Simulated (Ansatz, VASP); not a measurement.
# Y5N in VASP and in Ansatz

Contents of INCAR:

```
PREC = Accurate
ENCUT = 600
EDIFF = 1E-6
ISMEAR = 0
SIGMA = 0.1
LREAL = False
LASPH = True
NELM = 100
ALGO = Normal
ISIF = 3
LWAVE = False
LCHARG = False
GGA = PE
IBRION = 2
NSW = 100
EDIFFG = -0.01
```

Contents of KPOINTS:

```
Automatic mesh
0
Gamma
  6 6 6
```

The input POSCAR:

```
Y5N
1.0
    6.1663243750      0.0000000000      0.0000000000
   -3.0831621875      5.3401935568      0.0000000000
    0.0000000000      0.0000000000      8.4392454336
Y N
5 1
Direct
    0.0000000000      0.0000000000      0.7433110217
    0.0000000000      0.0000000000      0.2566889783
    0.5000000000      0.0000000000      0.5000000000
    0.0000000000      0.5000000000      0.5000000000
    0.5000000000      0.5000000000      0.5000000000
    0.0000000000      0.0000000000      0.5000000000
```

Input for Ansatz:

```yaml
crystal:
  lattice:
    - [6.166324375, 0.0, 0.0]
    - [-3.0831621875, 5.3401935568, 0.0]
    - [0.0, 0.0, 8.4392454336]
  atoms:
    - { symbol: "Y", position: [0.0, 0.0, 0.7433110217] }
    - { symbol: "Y", position: [0.0, 0.0, 0.2566889783] }
    - { symbol: "Y", position: [0.5, 0.0, 0.5] }
    - { symbol: "Y", position: [0.0, 0.5, 0.5] }
    - { symbol: "Y", position: [0.5, 0.5, 0.5] }
    - { symbol: "N", position: [0.0, 0.0, 0.5] }
basis:
  ecutwfc: 420
kpoints:
  mp_grid: { grid: [6, 6, 6] }
hamiltonian:
  xc: pbe
scf:
  occupations: { method: gaussian, width: 0.1 }
output:
  forces: true
  stress: true
  eigenvalues: true
  write_density: true
  write_potential: true
  elf: true
  volumetric_format: npy
relax:
  adjacent_minimum: "off"
  f_tol: 0.01
  max_steps: 80
  cell: { stress_tol: 0.05 }
```

Alike in both runs: task relaxation of cell and atoms; functional PBE; k mesh 6 × 6 × 6; occupations gaussian, width 0.1 eV; no spin polarisation.

|  | VASP | Ansatz |
| --- | --- | --- |
| version | VASP 6.6.1 | Ansatz 0.2.0 |
| potentials or method | VASP PAW PBE potentials, release 64 (Y_sv, N), cutoff 600 eV | scalar-relativistic, plane waves, PAW |
| valence electrons in the cell | 60 | 60 |

Ansatz gave:

* gap on the k mesh at the Fermi level, each at its own relaxed structure (eV): none
* relaxed volume (Å³/atom): 46.80
* relaxed length of the cell vector where the two differ most in proportion (Å): 8.515

**Question.** Which values does VASP return?

**Answer.** gap on the k mesh at the Fermi level, each at its own relaxed structure (eV): none; relaxed volume (Å³/atom): 46.41; relaxed length of the cell vector where the two differ most in proportion (Å): 8.488.

A gap of «none» marks a metal or a gap that the smearing closes.
